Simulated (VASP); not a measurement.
Here is a VASP 6.6.1 calculation.

File INCAR:

```
SYSTEM = C
PREC = Accurate
ENCUT = 520
EDIFF = 1E-6
ISMEAR = 0
SIGMA = 0.15
LREAL = .False.
LASPH = .True.
NELM = 80
ALGO = Normal
ISIF = 2
LWAVE = .False.
LCHARG = .True.
GGA = PE
LELF = .True.
LVHAR = .True.
NBANDS = 16
```

File KPOINTS:

```
regular mesh
0
Gamma
  18 18 6
  0 0 0
```

POSCAR

```
C
1.0
    1.2332770792     -2.1360444277      0.0000000000
    1.2332770792      2.1360444277      0.0000000000
    0.0000000000      0.0000000000      8.7070252276
C
4
Direct
    0.1233135245      0.8766864755      0.7993462927
    0.5433526408      0.4566473592      0.2006534945
    0.8766864755      0.1233135245      0.2006537073
    0.4566473592      0.5433526408      0.7993465055
```

Potentials or basis: VASP PAW PBE potentials, release 64 (C).

Launch:

```console
$ cat potpaw_PBE.64/C/POTCAR > POTCAR
$ mpirun -np 1 vasp_std > vasp.out
```

Task: Estimate the largest force.

Result: 0.041 eV/Å.

Task: What does it give for the pressure?

Result: 0.6 GPa.

Forces on the atoms (eV/Å):
```
C    0.000 -0.001 -0.041
C    0.000  0.002  0.033
C    0.000  0.001  0.041
C    0.000 -0.002 -0.033
```

Caveat: the cell differs from its parent crystal (atoms displaced along several vibrational modes); this functional lacks dispersion, which binds layers or chains, so the pressure and a relaxed spacing across them are unreliable.
